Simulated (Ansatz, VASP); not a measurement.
Au: VASP beside Ansatz

File POSCAR:

```
Au
1.0
    2.8129984581      0.0000000000      0.0000000000
   -1.4064992291      2.4361281255      0.0000000000
    0.0000000000      0.0000000000      4.9532000000
Au
2
Direct
    0.3333333333      0.6666666667      0.7500000000
    0.6666666667      0.3333333333      0.2500000000
```

Contents of INCAR.step1:

```
SYSTEM = Au
PREC = Accurate ; ENCUT = 520
ISMEAR = 0 ; SIGMA = 0.15
LREAL = .False. ; LASPH = .True.
NELM = 60 ; NBANDS = 18
GGA = PE ; ALGO = Normal
EDIFF = 1E-4 ; LWAVE = .True.
LCHARG = .False.
```

INCAR.step2

```
SYSTEM = Au
PREC = Accurate ; ENCUT = 520
EDIFF = 1E-7 ; ISMEAR = 0
SIGMA = 0.15 ; LREAL = .False.
LASPH = .True. ; NELM = 60
ALGO = Normal ; ISIF = 2
LWAVE = .False. ; LCHARG = .True.
METAGGA = R2SCAN ; LMIXTAU = .True.
LELF = .True. ; LVHAR = .True.
NBANDS = 18 ; ISTART = 1
```

File KPOINTS:

```
Automatic mesh
0
Gamma
  18 18 10
  0 0 0
```

Input for Ansatz:

```yaml
crystal:
  lattice:
    - [2.8129984581, 0.0, 0.0]
    - [-1.4064992291, 2.4361281255, 0.0]
    - [0.0, 0.0, 4.9532]
  atoms:
    - { symbol: Au, position: [0.3333333333, 0.6666666667, 0.75] }
    - { symbol: Au, position: [0.6666666667, 0.3333333333, 0.25] }
basis:
  ecutwfc: 500
kpoints:
  mp_grid: { grid: [18, 18, 10] }
hamiltonian:
  xc: r2scan
scf:
  occupations: { method: gaussian, width: 0.15 }
output:
  forces: true
  stress: true
  eigenvalues: true
```

Change from the starting cell: strain -0.030 along x and y, +0.015 along z, atoms carried along.

Alike in both runs: task single point; functional r2SCAN; k mesh 18 × 18 × 10; occupations gaussian, width 0.15 eV; no spin polarisation.

|  | VASP | Ansatz |
| --- | --- | --- |
| version | VASP 6.6.1 | Ansatz 0.2.0 |
| potentials or method | VASP PAW PBE potentials, release 64 (Au), cutoff 520 eV | scalar-relativistic, plane waves, PAW |
| valence electrons in the cell | 22 | 38 |

|  | VASP | Ansatz | Ansatz less VASP |
| --- | --- | --- | --- |
| gap on the k mesh at the Fermi level (eV) | none | none | - |
| pressure (GPa) | 7.1 | 6.7 | -0.36 |
| traceless stress, the component that is largest in VASP (GPa) | -3.11 | -3.00 | +0.113 |

VASP's potentials were made for PBE, not for r2SCAN. A gap of «none» marks a metal or a gap that the smearing closes. VASP's potentials hold 22 valence electrons a cell and Ansatz's 38, so a difference there can come from the potentials and not from the codes.

Spin-orbit coupling is off throughout.
